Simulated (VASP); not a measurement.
# Al (C2/m) in VASP: a series of runs

Runs on Al. Level: PBE. Tasks: single point.

All numbers are computed with VASP 6.6.1; they aren't measurements. Logs are shortened: lines on timing, memory, paths and dates and some standing lists are left out, and cuts for length are marked.

**1. The cell of the first run**

It takes space group C2/m (No. 12, monoclinic). Conventional cell: a = 4.267 Å, b = 3.235 Å, c = 3.017 Å, α = 90.00°, β = 126.39°, γ = 90.00°. Al (site symmetry 2/m) has 14 Al at 2.68 to 3.47 Å within 3.5 Å.

**2. Single point, PBE (engineering shear strain xy -0.1400, strain +e along x and -e along y -0.0700)**

The input, INCAR:

```
  PREC = Accurate
  ENCUT = 520
  EDIFF = 1E-6
  ISMEAR = 0
  SIGMA = 0.15
  LREAL = False
  LASPH = True
  NELM = 80
  ALGO = Fast
  ISIF = 2
  LWAVE = False
  LCHARG = False
  GGA = PE
  NBANDS = 8
```

The input, KPOINTS:

```
Automatic mesh
0
Gamma
  20 20 20
```

The input, POSCAR:

```
Al
1.0
   -1.6175102401      1.8439616737      1.6175102401
    1.6175102401     -1.8439616737      1.6175102401
    1.3910588065      1.6175102401     -1.6175102401
Al
1
Direct
    0.0000000000      0.0000000000      0.0000000000
```

Potentials or basis: VASP PAW PBE potentials, release 64 (Al).

Run with:

```
$ cat potpaw_PBE.64/Al/POTCAR > POTCAR
$ mpirun -np 1 vasp_std > vasp.out
```

OUTCAR:

```text
PREC = Accurate
   ENCUT = 520
   EDIFF = 1E-6
   ISMEAR = 0
   LREAL = False
   LASPH = True
   NELM = 80
   ISIF = 2
   GGA = PE

 ion  position               nearest neighbor table
   1  0.000  0.000  0.000-

  LATTYP: Found a base centered monoclinic cell.
 ALAT       =     4.2667945720
 B/A-ratio  =     0.7581851963
 C/A-ratio  =     0.7071067812
 COS(beta)  =    -0.5932933191

  Lattice vectors:

 A1 = (  -1.3910588065,  -1.6175102401,   1.6175102401)
 A2 = (  -1.3910588065,  -1.6175102401,  -1.6175102401)
 A3 = (   3.0085690466,  -0.2264514336,   0.0000000000)

Analysis of symmetry for initial positions (statically):
=====================================================================
 Subroutine PRICEL returns:
 Original cell was already a primitive cell.

 Routine SETGRP: Setting up the symmetry group for a
 base centered monoclinic supercell.

 Subroutine GETGRP returns: Found  4 space group operations
 (whereof  4 operations were pure point group operations)
 out of a pool of  4 trial point group operations.

The static configuration has the point symmetry C_2h.

Analysis of symmetry for dynamics (positions and initial velocities):
=====================================================================
 Subroutine PRICEL returns:
 Original cell was already a primitive cell.

 Routine SETGRP: Setting up the symmetry group for a
 base centered monoclinic supercell.

 Subroutine GETGRP returns: Found  4 space group operations
 (whereof  4 operations were pure point group operations)
 out of a pool of  4 trial point group operations.

The dynamic configuration has the point symmetry C_2h.

 Subroutine INISYM returns: Found  4 space group operations
 (whereof  4 operations are pure point group operations),
 and found     1 'primitive' translations

----------------------------------------------------------------------------------------

                                     Primitive cell

  volume of cell :      16.7619

  direct lattice vectors                    reciprocal lattice vectors
    -1.617510240  1.843961674  1.617510240     0.021852347  0.290324036  0.309117054
     1.617510240 -1.843961674  1.617510240     0.334028729  0.021852347  0.309117054
     1.391058807  1.617510240 -1.617510240     0.355881076  0.312176382  0.000000000

  length of vectors
     2.938175183  2.938175183  2.677260420     0.424639758  0.455638091  0.473397754

  position of ions in fractional coordinates (direct lattice)
     0.000000000  0.000000000  0.000000000

  ion indices of the primitive-cell ions
   primitive index   ion index
                 1           1

----------------------------------------------------------------------------------------

 KPOINTS: Automatic mesh

Automatic generation of k-mesh.
 Grid dimensions read from file:
 generate k-points for:   20   20   20

 Generating k-lattice:

  Cartesian coordinates                     Fractional coordinates (reciprocal lattice)
     0.001092617  0.014516202  0.015455853     0.050000000 -0.000000000  0.000000000
     0.016701436  0.001092617  0.015455853     0.000000000  0.050000000 -0.000000000
     0.017794054  0.015608819  0.000000000     0.000000000  0.000000000  0.050000000

  Length of vectors
     0.021231988  0.022781905  0.023669888

  Shift w.r.t. Gamma in fractional coordinates (k-lattice)
     0.000000000  0.000000000  0.000000000

 Subroutine IBZKPT returns following result:
 ===========================================

 Found   2112 irreducible k-points:

 Following reciprocal coordinates:
            Coordinates               Weight
  0.000000  0.000000  0.000000      1.000000
  0.050000  0.000000  0.000000      4.000000
  0.100000  0.000000  0.000000      4.000000
  0.150000  0.000000  0.000000      4.000000
  0.200000  0.000000  0.000000      4.000000
  0.250000  0.000000  0.000000      4.000000
[... 16 lines left out ...]
 -0.450000  0.050000  0.000000      4.000000
 -0.400000  0.050000 -0.000000      4.000000
 [... further k-points ...]
   k-points           NKPTS =   2112   k-points in BZ     NKDIM =   2112   number of bands    NBANDS=      8
   number of dos      NEDOS =    301   number of ions     NIONS =      1
   total plane-waves  NPLWV =  11520
   dimension x,y,z NGX =    24 NGY =   24 NGZ =   20
   dimension x,y,z NGXF=    48 NGYF=   48 NGZF=   40
   ions per type =               1
   NGX,Y,Z   is equivalent  to a cutoff of  13.58, 13.58, 12.42 a.u.
   NGXF,Y,Z  is equivalent  to a cutoff of  27.16, 27.16, 24.84 a.u.
 SYSTEM =  unknown system
   PREC   = accura    normal or accurate (medium, high low for compatibility)
   ISTART =      0    job   : 0-new  1-cont  2-samecut
   ICHARG =      2    charge: 1-file 2-atom 10-const
   ISPIN  =      1    spin polarized calculation?
   LNONCOLLINEAR =      F non collinear calculations
   LSORBIT =      F    spin-orbit coupling
   LASPH  =      T    aspherical Exc in radial PAW
   ENCUT  =  520.0 eV  38.22 Ry    6.18 a.u.   5.46  5.46  4.98*2*pi/ulx,y,z
   NELM   =     80;   NELMIN=  2; NELMDL= -5     # of ELM steps
   EDIFF  = 0.1E-05   stopping-criterion for ELM
   LREAL  =      F    real-space projection
   EDIFFG = 0.1E-04   stopping-criterion for IOM
   NSW    =      0    number of steps for IOM
   IBRION =     -1    ionic relax: 0-MD 1-quasi-New 2-CG
   NFREE  =      0    steps in history (QN), initial steepest desc. (CG)
   ISIF   =      2    stress and relaxation
   ISYM   =      2    0-nonsym 1-usesym 2-fastsym
   POTIM  = 0.5000    time-step for ionic-motion
   TEBEG  =    0.0;   TEEND  =   0.0 temperature during run
   PSTRESS=    0.0 pullay stress
   NELECT =       3.0000    total number of electrons
   NUPDOWN=      -1.0000    fix difference up-down
   EMIN   =  10.00;   EMAX   =-10.00  energy-range for DOS
   EFERMI =   0.00;   METHOD = LEGACY
   ISMEAR =     0;   SIGMA  =   0.15  broadening in eV -4-tet -1-fermi 0-gaus
   EFERMI_NEDOS =   21; number of points for ismear=-14 and -15
   IALGO  =     68    algorithm
   IMIX   =      4    mixing-type and parameters
     AMIX     =   0.40;   BMIX     =  1.00
     AMIX_MAG =   1.60;   BMIX_MAG =  1.00
  volume/ion in A,a.u.               =      16.76       113.12
  Fermi-wavevector in a.u.,A,eV,Ry     =   0.922587  1.743436 11.580822  0.851166
  Thomas-Fermi vector in A             =   2.048130
   LORBIT       =      0    0 simple, 1 ext, 2 COOP (PROOUT), +10 PAW based schemes
   GGA     = PE    functional components
   LHFCALC =     F    Hartree Fock is set to
   AEXX    =    0.0000 exact exchange contribution
   IVDW    =     0    specifies the selected vdW correction
   LEPSILON=     F    determine dielectric tensor
   LRPA    =     F    only Hartree local field effects (RPA)
 non-spin polarized calculation
 RMM-DIIS sequential band-by-band and
 Gauss-broadening in eV      SIGMA  =   0.15
  energy-cutoff  :      520.00
  volume of cell :       16.76
 maximum number of plane-waves:       465
 NGX is ok and might be reduce to    24
   NGX = 11   NGY = 11   NGZ =  9

 number of electron       3.0000000 magnetization

 Free energy of the ion-electron system (eV)
  ---------------------------------------------------
  ext. energy  EPLUGINS =         0.00000000
  ---------------------------------------------------
  free energy    TOTEN  =        -3.62675692 eV

  energy without entropy =       -3.62185468  energy(sigma->0) =       -3.62430580

 E-fermi :   7.7961     XC(G=0): -10.1344

 val. band max:        7.7959752943   @ k =  -0.1500   0.5000   0.2500
 cond. band min:       7.7984240623   @ k =  -0.3500  -0.4000   0.2000
 fundamental gap:      0.0024487680
 Fermi energy:         7.7961436202

 k-point     1 :       0.0000    0.0000    0.0000
  band No.  band energies     occupation
      1      -3.1951      2.00000
      2      19.3295      0.00000
      3      19.4968      0.00000
      4      19.9558      0.00000
      5      21.6278      0.00000
      6      22.3904      0.00000
      7      23.1330      0.00000
      8      23.5438      0.00000

 k-point     2 :       0.0500    0.0000    0.0000
  band No.  band energies     occupation
      1      -3.1284      2.00000
      2      18.4477      0.00000
      3      18.9782      0.00000
      4      20.4516      0.00000
      5      21.6953      0.00000
      6      22.5937      0.00000
      7      22.8731      0.00000
      8      23.8478      0.00000

 k-point     3 :       0.1000    0.0000    0.0000
  band No.  band energies     occupation
      1      -2.9285      2.00000
      2      16.7266      0.00000
      3      18.3346      0.00000
      4      20.8700      0.00000
      5      21.7254      0.00000
      6      22.4750      0.00000
      7      22.7902      0.00000
      8      24.4771      0.00000

 k-point     4 :       0.1500    0.0000    0.0000
  band No.  band energies     occupation
      1      -2.5959      2.00000
      2      14.8308      0.00000
      3      17.7609      0.00000
      4      20.5274      0.00000
      5      21.9500      0.00000
      6      22.4200      0.00000
      7      22.8758      0.00000
      8      24.4693      0.00000

 k-point     5 :       0.2000    0.0000    0.0000
  band No.  band energies     occupation
      1      -2.1316      2.00000
      2      12.9332      0.00000
      3      17.2784      0.00000
      4      19.8355      0.00000
      5      22.0328      0.00000
      6      22.2732      0.00000
      7      23.3416      0.00000
      8      24.0643      0.00000

 k-point     6 :       0.2500    0.0000    0.0000
  band No.  band energies     occupation
      1      -1.5368      2.00000
      2      11.0925      0.00000
      3      16.8966      0.00000
      4      19.1196      0.00000
      5      21.8200      0.00000
      6      22.0690      0.00000
      7      23.8175      0.00000
      8      24.1991      0.00000

 k-point     7 :       0.3000    0.0000    0.0000
  band No.  band energies     occupation
      1      -0.8132      2.00000
      2       9.3343      0.00000
      3      16.6202      0.00000
      4      18.4585      0.00000
      5      21.4871      0.00000
      6      21.8135      0.00000
      7      24.0687      0.00000
      8      25.0197      0.00000

 k-point     8 :       0.3500    0.0000    0.0000
  band No.  band energies     occupation
      1       0.0374      2.00000
      2       7.6723      1.75713
      3      16.4506      0.00000
      4      17.8815      0.00000
      5      21.2010      0.00000
      6      21.5125      0.00000
      7      24.5335      0.00000
      8      25.9598      0.00000

 k-point     9 :       0.4000   -0.0000    0.0000
  band No.  band energies     occupation
      1       1.0128      2.00000
      2       6.1144      2.00000
      3      16.3846      0.00000
      4      17.4064      0.00000
      5      21.0002      0.00000
      6      21.2446      0.00000
      7      25.1519      0.00000
      8      26.9501      0.00000

 k-point    10 :       0.4500    0.0000    0.0000
  band No.  band energies     occupation
      1       2.1101      2.00000
      2       4.6666      2.00000
      3      16.4065      0.00000
      4      17.0572      0.00000
      5      20.8939      0.00000
      6      21.0547      0.00000
      7      25.8369      0.00000
      8      27.8763      0.00000
[... 78 lines left out ...]
 k-point    18 :       0.3000    0.0500    0.0000
  band No.  band energies     occupation
      1      -0.2620      2.00000
      2       8.3679      0.00000
      3      16.4171      0.00000
      4      18.2276      0.00000
      5      20.8952      0.00000
      6      22.0064      0.00000
      7      23.6334      0.00000
      8      25.7691      0.00000

 k-point    19 :       0.3500    0.0500    0.0000
  band No.  band energies     occupation
      1       0.6639      2.00000
      2       6.7680      2.00000
      3      15.8558      0.00000
      4      18.0980      0.00000
      5      20.6792      0.00000
      6      21.8131      0.00000
      7      24.1884      0.00000
      8      26.8308      0.00000

 k-point    20 :       0.4000    0.0500    0.0000
  band No.  band energies     occupation
      1       1.7127      2.00000
      2       5.2759      2.00000
      3      15.4013      0.00000
      4      18.0653      0.00000
      5      20.5219      0.00000
      6      21.7074      0.00000
      7      24.8832      0.00000
      8      27.7638      0.00000

 k-point    21 :       0.4500    0.0500    0.0000
  band No.  band energies     occupation
      1       2.8797      2.00000
      2       3.8988      2.00000
      3      15.0579      0.00000
      4      18.1271      0.00000
      5      20.4562      0.00000
      6      21.6987      0.00000
      7      25.6523      0.00000
      8      27.9915      0.00000

 k-point    22 :       0.5000    0.0500    0.0000
  band No.  band energies     occupation
      1       2.6265      2.00000
      2       4.1754      2.00000
      3      14.8285      0.00000
      4      18.2793      0.00000
      5      20.4996      0.00000
      6      21.7887      0.00000
      7      26.2183      0.00000
      8      27.5232      0.00000

 k-point    23 :      -0.4500    0.0500    0.0000
  band No.  band energies     occupation
      1       1.4826      2.00000
      2       5.5762      2.00000
      3      14.7146      0.00000
      4      18.5172      0.00000
      5      20.6582      0.00000
      6      21.9731      0.00000
      7      25.8949      0.00000
      8      27.0430      0.00000

 k-point    24 :      -0.4000    0.0500   -0.0000
  band No.  band energies     occupation
      1       0.4588      2.00000
      2       7.0893      2.00000
      3      14.7174      0.00000
      4      18.8365      0.00000
      5      20.9260      0.00000
      6      22.2406      0.00000
      7      25.2146      0.00000
      8      26.2021      0.00000

 [... further k-points ...]
[... 5 lines left out ...]
  --------------------------------------------------------------------------------------
  -------------------------------------------------------------------------------------
  Total        0.0079678      0.5396149      0.1416133      0.6037145      0.0000000      0.0000000
  in kB        0.7615966     51.5787091     13.5360121     57.7056242      0.0000000      0.0000000
  external PRESSURE =      21.9587726 kB  Pullay stress =       0.0000000 kB

 VOLUME and BASIS-vectors are now :
 -----------------------------------------------------------------------------
  energy-cutoff  :      520.00
  volume of cell :       16.76
      direct lattice vectors                 reciprocal lattice vectors
    -1.617510240  1.843961674  1.617510240     0.021852347  0.290324036  0.309117054
     1.617510240 -1.843961674  1.617510240     0.334028729  0.021852347  0.309117054
     1.391058807  1.617510240 -1.617510240     0.355881076  0.312176382  0.000000000

 POSITION                                       TOTAL-FORCE (eV/Angst)
 -----------------------------------------------------------------------------------
      0.00000      0.00000      0.00000         0.000000      0.000000      0.000000
 -----------------------------------------------------------------------------------
    total drift:                                0.000000      0.000000     -0.000000

  FREE ENERGIE OF THE ION-ELECTRON SYSTEM (eV)
  ---------------------------------------------------
  free  energy   TOTEN  =        -3.6267569158 eV

  energy  without entropy=       -3.6218546792  energy(sigma->0) =       -3.62430580
```

Wall time 55 s (1 thread of Intel Xeon 6975P-C (Granite Rapids), shared host); peak memory 0.34 GiB.

What came out:

- Free energy: -3.6268 eV
- Pressure: 2.2 GPa

Stress tensor (GPa, compression positive):
```
0.08 5.77 0.00
5.77 5.16 0.00
0.00 0.00 1.35
```

Caveat: the cell differs from its parent crystal (engineering shear strain xy -0.1400, strain +e along x and -e along y -0.0700).

**3. Single point, PBE (engineering shear strain xy -0.1400, strain +e along x and -e along y -0.0525)**

The input, INCAR:

```
  PREC = Accurate
  ENCUT = 520
  EDIFF = 1E-6
  ISMEAR = 0
  SIGMA = 0.15
  LREAL = F
  LASPH = T
  NELM = 80
  ALGO = Fast
  ISIF = 2
  LWAVE = F
  LCHARG = T
  GGA = PE
  LELF = T
  LVHAR = T
  NBANDS = 8
```

KPOINTS is that of step 2.

The input, POSCAR:

```
Al
1.0
   -1.6458166693      1.8156552445      1.6175102401
    1.6458166693     -1.8156552445      1.6175102401
    1.4193652357      1.5892038109     -1.6175102401
Al
1
Direct
    0.0000000000      0.0000000000      0.0000000000
```

Potentials or basis: VASP PAW PBE potentials, release 64 (Al).

Run with:

```
$ cat potpaw_PBE.64/Al/POTCAR > POTCAR
$ mpirun -np 1 vasp_std > vasp.out
```

OUTCAR:

```text
PREC = Accurate
   ENCUT = 520
   EDIFF = 1E-6
   ISMEAR = 0
   LREAL = F
   LASPH = T
   NELM = 80
   ISIF = 2
   GGA = PE

 ion  position               nearest neighbor table
   1  0.000  0.000  0.000-

  LATTYP: Found a base centered monoclinic cell.
 ALAT       =     4.2615332569
 B/A-ratio  =     0.7591212564
 C/A-ratio  =     0.7212276186
 COS(beta)  =    -0.6093668005

  Lattice vectors:

 A1 = (  -1.4193652357,  -1.5892038109,   1.6175102401)
[... 437 lines left out ...]
 k-point    24 :      -0.4000    0.0500   -0.0000
  band No.  band energies     occupation
      1       0.5170      2.00000
      2       7.2278      2.00000
      3      14.3522      0.00000
      4      18.3377      0.00000
      5      20.5368      0.00000
      6      21.8770      0.00000
      7      25.4946      0.00000
      8      26.5536      0.00000

 [... further k-points ...]
[... 5 lines left out ...]
  --------------------------------------------------------------------------------------
  -------------------------------------------------------------------------------------
  Total        0.0661721      0.3975933      0.1804576      0.6168265      0.0000000      0.0000000
  in kB        6.3113494     37.9215774     17.2116497     58.8315587      0.0000000      0.0000000
  external PRESSURE =      20.4815255 kB  Pullay stress =       0.0000000 kB

 VOLUME and BASIS-vectors are now :
 -----------------------------------------------------------------------------
  energy-cutoff  :      520.00
  volume of cell :       16.80
      direct lattice vectors                 reciprocal lattice vectors
    -1.645816669  1.815655245  1.617510240     0.021805139  0.295148136  0.309117054
     1.645816669 -1.815655245  1.617510240     0.327855845  0.021805139  0.309117054
     1.419365236  1.589203811 -1.617510240     0.349660985  0.316953276  0.000000000

 POSITION                                       TOTAL-FORCE (eV/Angst)
 -----------------------------------------------------------------------------------
      0.00000      0.00000      0.00000        -0.000000      0.000000     -0.000000
 -----------------------------------------------------------------------------------
    total drift:                                0.000000      0.000000     -0.000000

  FREE ENERGIE OF THE ION-ELECTRON SYSTEM (eV)
  ---------------------------------------------------
  free  energy   TOTEN  =        -3.6193965377 eV

  energy  without entropy=       -3.6144527440  energy(sigma->0) =       -3.61692464
```

OSZICAR:

```text
N       E                     dE             d eps       ncg     rms          rms(c)
DAV:   1    -0.228406409928E+01   -0.22841E+01   -0.84823E+02 33912   0.203E+02
DAV:   2    -0.363513237094E+01   -0.13511E+01   -0.12992E+01 47104   0.183E+01
DAV:   3    -0.364235245392E+01   -0.72201E-02   -0.72148E-02 42104   0.147E+00
DAV:   4    -0.364237235808E+01   -0.19904E-04   -0.19904E-04 49504   0.683E-02
DAV:   5    -0.364237242671E+01   -0.68625E-07   -0.68829E-07 43056   0.255E-03    0.127E+00
RMM:   6    -0.362885983640E+01    0.13513E-01   -0.10437E-03 33802   0.181E-01    0.742E-01
RMM:   7    -0.361938302777E+01    0.94768E-02   -0.33286E-03 39671   0.310E-01    0.113E-01
RMM:   8    -0.361939479118E+01   -0.11763E-04   -0.16487E-04 37672   0.791E-02    0.203E-02
RMM:   9    -0.361939706623E+01   -0.22751E-05   -0.21502E-05 38518   0.288E-02    0.128E-02
RMM:  10    -0.361939653774E+01    0.52849E-06   -0.43767E-06 39295   0.127E-02
   1 F= -.36193965E+01 E0= -.36169246E+01  d E =-.494379E-02
```

stdout:

```text
POSCAR found type information on POSCAR Al
 POSCAR found :  1 types and       1 ions
 scaLAPACK will be used
 LDA part: xc-table for (Slater+PW92), standard interpolation
 POSCAR, INCAR and KPOINTS ok, starting setup
 FFT: planning ... GRIDC
 FFT: planning ... GRID_SOFT
 FFT: planning ... GRID
 WAVECAR not read
 entering main loop
```

It took 60 s on 1 thread of Intel Xeon 6975P-C (Granite Rapids), shared host; peak memory 0.34 GiB.

Results:

| Property | Result |
| --- | --- |
| Free energy | -3.6194 eV |
| Pressure | 2.0 GPa |

Caveat: the cell differs from its parent crystal (engineering shear strain xy -0.1400, strain +e along x and -e along y -0.0525).
